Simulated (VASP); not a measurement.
Wanted: the native input for a VASP 6.6.1 run.

```
Task                   : relaxation of cell and atoms
Functional             : PBE
Potentials or basis    : VASP PAW PBE potentials, release 64 (Zr_sv, Hf_pv, Te)
Cutoff                 : 600 eV
k mesh                 : 6 × 6 × 6
Occupations            : gaussian, width 0.1 eV
Spin                   : no spin polarisation
Dipole correction      : no
Further INCAR settings : ALGO = Fast; EDIFF = 1e-06; IBRION = 2; EDIFFG = -0.01; NSW = 100; ISIF = 3
```

The structure of HfZr2Te6 lies in POSCAR:

```
HfZr2Te6
1.0
    6.8944168000      0.0000000000      0.0000000000
   -3.4472084000      5.9707401000      0.0000000000
    0.0000000000      0.0000000000      7.1133821000
Zr Hf Te
2 1 6
Direct
    0.3333333000      0.6666667000      0.0000000000
    0.6666667000      0.3333333000      0.0000000000
    0.0000000000      0.0000000000      0.0000000000
    0.6687410000      0.0000000000      0.7489540000
    0.3312590000      0.3312590000      0.7489540000
    0.0000000000      0.6687410000      0.7489540000
    0.3312590000      0.0000000000      0.2510460000
    0.0000000000      0.3312590000      0.2510460000
    0.6687410000      0.6687410000      0.2510460000
```

The input as run:

INCAR

```
SYSTEM = HfZr2Te6
PREC = Accurate ; ENCUT = 600
EDIFF = 1E-6 ; ISMEAR = 0
SIGMA = 0.1 ; LREAL = .False.
LASPH = .True. ; NELM = 100
ALGO = Fast ; ISIF = 3
LWAVE = .False. ; LCHARG = .False.
GGA = PE ; IBRION = 2
NSW = 100 ; EDIFFG = -0.01
```

KPOINTS

```
Automatic mesh
0
Gamma
  6 6 6
  0 0 0
```

Potentials or basis: VASP PAW PBE potentials, release 64 (Zr_sv, Hf_pv, Te).

Command:

```sh
$ cat potpaw_PBE.64/Zr_sv/POTCAR potpaw_PBE.64/Hf_pv/POTCAR potpaw_PBE.64/Te/POTCAR > POTCAR
$ mpirun -np 1 vasp_std > vasp.out
```

Results of the run:

```yaml
Relaxed_volume: 32.50 Å³/atom
Relaxed_cell: a = 6.891 Å, b = 6.891 Å, c = 7.113 Å, α = 90.00°, β = 90.00°, γ = 120.00°
Space_group_after_relaxing_to_0.1_Å: P-31m (No. 162)
Energy_gained_by_relaxing: 0.0 meV/atom
Ionic_steps: 4
Pressure_after_relaxing: 0.0 GPa
Largest_force_after_relaxing: 0.004 eV/Å
Band_gap_on_the_k_mesh: zero (bands 35 and 36 overlap by 0.60 eV)
```

Caveat: spin-orbit coupling is left out, which moves the levels of the heavy elements; this functional lacks dispersion, which binds layers or chains, so the pressure and a relaxed spacing across them are unreliable.

Wall time 52 min on 1 thread of Oxide Virtual Turin-like Processor, with other jobs on the host, peak memory 0.79 GiB.
